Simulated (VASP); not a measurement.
# HfTi5N6 (P4/mmm) in VASP: single point with PBE

Aim: the single point of HfTi5N6 with PBE.

Program: VASP 6.6.1. These are calculated values, not measurements. Logs are shortened: lines on timing, memory, paths and dates and some standing lists are left out, and cuts for length are marked.

### Step 1. The cell of the first run

It takes space group P4/mmm (No. 123, tetragonal). The conventional cell has a = 3.052 Å, b = 3.052 Å, c = 12.924 Å, α = 90.00°, β = 90.00°, γ = 90.00°. Within 2.9 Å of Hf (site symmetry 4/mmm) lie 6 N at 2.16 to 2.22 Å. Ti (site symmetry 4mm) has 6 N at 2.06 to 2.31 Å within 2.7 Å. Ti (site symmetry 4mm) has 6 N at 2.12 to 2.16 Å within 2.8 Å. Ti (site symmetry 4/mmm) has 6 N at 2.09 to 2.16 Å within 2.8 Å. N (site symmetry 4mm) has 5 Ti at 2.12 to 2.16 Å and 1 Hf at 2.22 Å within 2.8 Å. Within 2.7 Å of N (site symmetry 4mm) lie 6 Ti at 2.06 to 2.16 Å. N (site symmetry 4/mmm) has 6 Ti at 2.13 to 2.16 Å within 2.8 Å. Within 2.9 Å of N (site symmetry 4/mmm) lie 4 Hf at 2.16 Å and 2 Ti at 2.31 Å.

### Step 2. Single point, PBE

File INCAR:

```
PREC = Accurate
ENCUT = 520
EDIFF = 1E-7
ISMEAR = 0
SIGMA = 0.1
LREAL = F
LASPH = T
NELM = 80
ALGO = Normal
ISIF = 2
LWAVE = F
LCHARG = T
GGA = PE
LELF = T
LVHAR = T
NBANDS = 62
```

File KPOINTS:

```
Automatic mesh
0
Gamma
  12 12 4
```

File POSCAR:

```
HfTi5N6
1.0
    3.0520619000      0.0000000000      0.0000000000
    0.0000000000      3.0520619000      0.0000000000
    0.0000000000      0.0000000000     12.9244067000
Hf Ti N
1 5 6
Direct
    0.0000000000      0.0000000000      0.0000000000
    0.5000000000      0.5000000000      0.1787340000
    0.0000000000      0.0000000000      0.3355770000
    0.5000000000      0.5000000000      0.5000000000
    0.0000000000      0.0000000000      0.6644230000
    0.5000000000      0.5000000000      0.8212660000
    0.0000000000      0.0000000000      0.1718410000
    0.5000000000      0.5000000000      0.3380670000
    0.0000000000      0.0000000000      0.5000000000
    0.5000000000      0.5000000000      0.6619330000
    0.0000000000      0.0000000000      0.8281590000
    0.5000000000      0.5000000000      0.0000000000
```

Potentials or basis: VASP PAW PBE potentials, release 64 (Hf_pv, Ti_sv, N).

Started as:

```sh
$ cat potpaw_PBE.64/Hf_pv/POTCAR potpaw_PBE.64/Ti_sv/POTCAR potpaw_PBE.64/N/POTCAR > POTCAR
$ mpirun -np 1 vasp_std > vasp.out
```

OUTCAR:

```text
PREC = Accurate
   ENCUT = 520
   EDIFF = 1E-7
   ISMEAR = 0
   LREAL = F
   LASPH = T
   NELM = 80
   ISIF = 2
   GGA = PE

 ion  position               nearest neighbor table
   1  0.000  0.000  0.000-  12 2.16  12 2.16  12 2.16  12 2.16   7 2.22  11 2.22   6 3.16   6 3.16
                             2 3.16   6 3.16   2 3.16   2 3.16   6 3.16   2 3.16
   2  0.500  0.500  0.179-   8 2.06   7 2.16   7 2.16   7 2.16   7 2.16  12 2.31   1 3.16   1 3.16
                             1 3.16   1 3.16
   3  0.000  0.000  0.336-   7 2.12   9 2.13   8 2.16   8 2.16   8 2.16   8 2.16
   4  0.500  0.500  0.500-   8 2.09  10 2.09   9 2.16   9 2.16   9 2.16   9 2.16
   5  0.000  0.000  0.664-  11 2.12   9 2.13  10 2.16  10 2.16  10 2.16  10 2.16
   6  0.500  0.500  0.821-  10 2.06  11 2.16  11 2.16  11 2.16  11 2.16  12 2.31   1 3.16   1 3.16
                             1 3.16   1 3.16
   7  0.000  0.000  0.172-   3 2.12   2 2.16   2 2.16   2 2.16   2 2.16   1 2.22
   8  0.500  0.500  0.338-   2 2.06   4 2.09   3 2.16   3 2.16   3 2.16   3 2.16
   9  0.000  0.000  0.500-   3 2.13   5 2.13   4 2.16   4 2.16   4 2.16   4 2.16
  10  0.500  0.500  0.662-   6 2.06   4 2.09   5 2.16   5 2.16   5 2.16   5 2.16
  11  0.000  0.000  0.828-   5 2.12   6 2.16   6 2.16   6 2.16   6 2.16   1 2.22
  12  0.500  0.500  0.000-   1 2.16   1 2.16   1 2.16   1 2.16   6 2.31   2 2.31

  LATTYP: Found a simple tetragonal cell.
 ALAT       =     3.0520619000
 C/A-ratio  =     4.2346476328

  Lattice vectors:

 A1 = (   3.0520619000,   0.0000000000,   0.0000000000)
 A2 = (   0.0000000000,   3.0520619000,   0.0000000000)
 A3 = (   0.0000000000,   0.0000000000,  12.9244067000)

Analysis of symmetry for initial positions (statically):
=====================================================================
 Subroutine PRICEL returns:
 Original cell was already a primitive cell.

 Routine SETGRP: Setting up the symmetry group for a
 simple tetragonal supercell.

 Subroutine GETGRP returns: Found 16 space group operations
 (whereof 16 operations were pure point group operations)
 out of a pool of 16 trial point group operations.

The static configuration has the point symmetry D_4h.

Analysis of symmetry for dynamics (positions and initial velocities):
=====================================================================
 Subroutine PRICEL returns:
 Original cell was already a primitive cell.

 Routine SETGRP: Setting up the symmetry group for a
 simple tetragonal supercell.

 Subroutine GETGRP returns: Found 16 space group operations
 (whereof 16 operations were pure point group operations)
 out of a pool of 16 trial point group operations.

The dynamic configuration has the point symmetry D_4h.

 Subroutine INISYM returns: Found 16 space group operations
 (whereof 16 operations are pure point group operations),
 and found     1 'primitive' translations

----------------------------------------------------------------------------------------

                                     Primitive cell

  volume of cell :     120.3919

  direct lattice vectors                    reciprocal lattice vectors
     3.052061900  0.000000000  0.000000000     0.327647352  0.000000000  0.000000000
     0.000000000  3.052061900  0.000000000     0.000000000  0.327647352  0.000000000
     0.000000000  0.000000000 12.924406700     0.000000000  0.000000000  0.077372991

  length of vectors
     3.052061900  3.052061900 12.924406700     0.327647352  0.327647352  0.077372991

  position of ions in fractional coordinates (direct lattice)
     0.000000000  0.000000000  0.000000000
     0.500000000  0.500000000  0.178734000
     0.000000000  0.000000000  0.335577000
     0.500000000  0.500000000  0.500000000
     0.000000000  0.000000000  0.664423000
     0.500000000  0.500000000  0.821266000
     0.000000000  0.000000000  0.171841000
     0.500000000  0.500000000  0.338067000
     0.000000000  0.000000000  0.500000000
     0.500000000  0.500000000  0.661933000
     0.000000000  0.000000000  0.828159000
     0.500000000  0.500000000  0.000000000

  ion indices of the primitive-cell ions
   primitive index   ion index
                 1           1
                 2           2
                 3           3
                 4           4
                 5           5
                 6           6
                 7           7
                 8           8
                 9           9
                10          10
                11          11
                12          12

----------------------------------------------------------------------------------------

 KPOINTS: Automatic mesh

Automatic generation of k-mesh.
 Grid dimensions read from file:
 generate k-points for:   12   12    4

 Generating k-lattice:

  Cartesian coordinates                     Fractional coordinates (reciprocal lattice)
     0.027303946  0.000000000  0.000000000     0.083333333  0.000000000  0.000000000
     0.000000000  0.027303946  0.000000000     0.000000000  0.083333333  0.000000000
     0.000000000  0.000000000  0.019343248     0.000000000  0.000000000  0.250000000

  Length of vectors
     0.027303946  0.027303946  0.019343248

  Shift w.r.t. Gamma in fractional coordinates (k-lattice)
     0.000000000  0.000000000  0.000000000

 Subroutine IBZKPT returns following result:
 ===========================================

 Found     84 irreducible k-points:

 Following reciprocal coordinates:
            Coordinates               Weight
  0.000000  0.000000  0.000000      1.000000
  0.083333  0.000000  0.000000      4.000000
  0.166667  0.000000  0.000000      4.000000
  0.250000  0.000000  0.000000      4.000000
  0.333333  0.000000  0.000000      4.000000
  0.416667  0.000000  0.000000      4.000000
[... 16 lines left out ...]
  0.333333  0.333333  0.000000      4.000000
  0.416667  0.333333  0.000000      8.000000
 [... further k-points ...]
   k-points           NKPTS =     84   k-points in BZ     NKDIM =     84   number of bands    NBANDS=     62
   number of dos      NEDOS =    301   number of ions     NIONS =     12
   total plane-waves  NPLWV =  55296
   dimension x,y,z NGX =    24 NGY =   24 NGZ =   96
   dimension x,y,z NGXF=    48 NGYF=   48 NGZF=  192
   ions per type =               1   5   6
   NGX,Y,Z   is equivalent  to a cutoff of  13.07, 13.07, 12.35 a.u.
   NGXF,Y,Z  is equivalent  to a cutoff of  26.15, 26.15, 24.70 a.u.
 SYSTEM =  unknown system
   PREC   = accura    normal or accurate (medium, high low for compatibility)
   ISTART =      0    job   : 0-new  1-cont  2-samecut
   ICHARG =      2    charge: 1-file 2-atom 10-const
   ISPIN  =      1    spin polarized calculation?
   LNONCOLLINEAR =      F non collinear calculations
   LSORBIT =      F    spin-orbit coupling
   LASPH  =      T    aspherical Exc in radial PAW
   ENCUT  =  520.0 eV  38.22 Ry    6.18 a.u.   5.67  5.67 24.03*2*pi/ulx,y,z
   NELM   =     80;   NELMIN=  2; NELMDL= -5     # of ELM steps
   EDIFF  = 0.1E-06   stopping-criterion for ELM
   LREAL  =      F    real-space projection
   EDIFFG = 0.1E-05   stopping-criterion for IOM
   NSW    =      0    number of steps for IOM
   IBRION =     -1    ionic relax: 0-MD 1-quasi-New 2-CG
   NFREE  =      0    steps in history (QN), initial steepest desc. (CG)
   ISIF   =      2    stress and relaxation
   ISYM   =      2    0-nonsym 1-usesym 2-fastsym
   POTIM  = 0.5000    time-step for ionic-motion
   TEBEG  =    0.0;   TEEND  =   0.0 temperature during run
   PSTRESS=    0.0 pullay stress
   NELECT =     100.0000    total number of electrons
   NUPDOWN=      -1.0000    fix difference up-down
   EMIN   =  10.00;   EMAX   =-10.00  energy-range for DOS
   EFERMI =   0.00;   METHOD = LEGACY
   ISMEAR =     0;   SIGMA  =   0.10  broadening in eV -4-tet -1-fermi 0-gaus
   EFERMI_NEDOS =   21; number of points for ismear=-14 and -15
   IALGO  =     38    algorithm
   IMIX   =      4    mixing-type and parameters
     AMIX     =   0.40;   BMIX     =  1.00
     AMIX_MAG =   1.60;   BMIX_MAG =  1.00
  volume/ion in A,a.u.               =      10.03        67.70
  Fermi-wavevector in a.u.,A,eV,Ry     =   1.538895  2.908090 32.221299  2.368199
  Thomas-Fermi vector in A             =   2.645199
   LORBIT       =      0    0 simple, 1 ext, 2 COOP (PROOUT), +10 PAW based schemes
   GGA     = PE    functional components
   LHFCALC =     F    Hartree Fock is set to
   AEXX    =    0.0000 exact exchange contribution
   IVDW    =     0    specifies the selected vdW correction
   LEPSILON=     F    determine dielectric tensor
   LRPA    =     F    only Hartree local field effects (RPA)
 non-spin polarized calculation
 Gauss-broadening in eV      SIGMA  =   0.10
  energy-cutoff  :      520.00
  volume of cell :      120.39
 maximum number of plane-waves:      3276
 NGX is ok and might be reduce to    24
   NGX = 11   NGY = 11   NGZ = 49

 number of electron     100.0000035 magnetization

 Free energy of the ion-electron system (eV)
  ---------------------------------------------------
  ext. energy  EPLUGINS =         0.00000000
  ---------------------------------------------------
  free energy    TOTEN  =      -119.78286146 eV

  energy without entropy =     -119.75993376  energy(sigma->0) =     -119.77139761

 E-fermi :  10.6119     XC(G=0): -12.8637

 val. band max:       10.6089245181   @ k =   0.3333   0.0833   0.5000
 cond. band min:      10.6158020569   @ k =   0.0833   0.0833   0.5000
 fundamental gap:      0.0068775388
 Fermi energy:        10.6118804124

 k-point     1 :       0.0000    0.0000    0.0000
  band No.  band energies     occupation
      1     -47.3066      2.00000
      2     -47.2342      2.00000
      3     -47.2278      2.00000
      4     -47.1552      2.00000
      5     -47.1475      2.00000
      6     -23.7469      2.00000
[... 1549 lines left out ...]
     61      12.7852      0.00000
     62      12.8193      0.00000

 [... further k-points ...]

------------------------ aborting loop because EDIFF is reached ----------------------------------------

  FORCE on cell =-STRESS in cart. coord.  units (eV):
  Direction    XX          YY          ZZ          XY          YZ          ZX
  --------------------------------------------------------------------------------------
  -------------------------------------------------------------------------------------
  Total       -0.0818701     -0.0818701     -0.0494003      0.0000000      0.0000000      0.0000000
  in kB       -1.0895287     -1.0895287     -0.6574196      0.0000000      0.0000000      0.0000000
  external PRESSURE =      -0.9454924 kB  Pullay stress =       0.0000000 kB

 VOLUME and BASIS-vectors are now :
 -----------------------------------------------------------------------------
  energy-cutoff  :      520.00
  volume of cell :      120.39
      direct lattice vectors                 reciprocal lattice vectors
     3.052061900  0.000000000  0.000000000     0.327647352  0.000000000  0.000000000
     0.000000000  3.052061900  0.000000000     0.000000000  0.327647352  0.000000000
     0.000000000  0.000000000 12.924406700     0.000000000  0.000000000  0.077372991

 POSITION                                       TOTAL-FORCE (eV/Angst)
 -----------------------------------------------------------------------------------
      0.00000      0.00000      0.00000         0.000000      0.000000      0.000000
      1.52603      1.52603      2.31003         0.000000      0.000000     -0.016427
      0.00000      0.00000      4.33713         0.000000      0.000000     -0.004631
      1.52603      1.52603      6.46220         0.000000      0.000000      0.000000
      0.00000      0.00000      8.58727        -0.000000      0.000000      0.004631
      1.52603      1.52603     10.61438         0.000000     -0.000000      0.016427
      0.00000      0.00000      2.22094        -0.000000      0.000000     -0.086355
      1.52603      1.52603      4.36932         0.000000      0.000000      0.004680
      0.00000      0.00000      6.46220         0.000000      0.000000      0.000000
      1.52603      1.52603      8.55509         0.000000     -0.000000     -0.004680
      0.00000      0.00000     10.70346         0.000000      0.000000      0.086355
      1.52603      1.52603      0.00000         0.000000      0.000000      0.000000
 -----------------------------------------------------------------------------------
    total drift:                                0.000000     -0.000000      0.000000

  FREE ENERGIE OF THE ION-ELECTRON SYSTEM (eV)
  ---------------------------------------------------
  free  energy   TOTEN  =      -119.7828614553 eV

  energy  without entropy=     -119.7599337613  energy(sigma->0) =     -119.77139761
```

Run time: 24 min. Hardware: 1 thread of Intel Xeon 8259CL, shared host; peak memory 0.57 GiB.

Results:

```yaml
Free_energy: -119.7829 eV
Pressure: -0.1 GPa
Largest_force: 0.086 eV/Å
Band_gap_on_the_k_mesh: zero (bands 50 and 51 overlap by 3.21 eV)
```

Forces in eV/Å, atoms in the order of the input:
```
Hf   0.000  0.000  0.000
Ti   0.000  0.000 -0.016
Ti   0.000  0.000 -0.005
Ti   0.000  0.000  0.000
Ti   0.000  0.000  0.005
Ti   0.000  0.000  0.016
N    0.000  0.000 -0.086
N    0.000  0.000  0.005
N    0.000  0.000  0.000
N    0.000  0.000 -0.005
N    0.000  0.000  0.086
N    0.000  0.000  0.000
```

Caveat: spin-orbit coupling is left out, which moves the levels of the heavy elements.
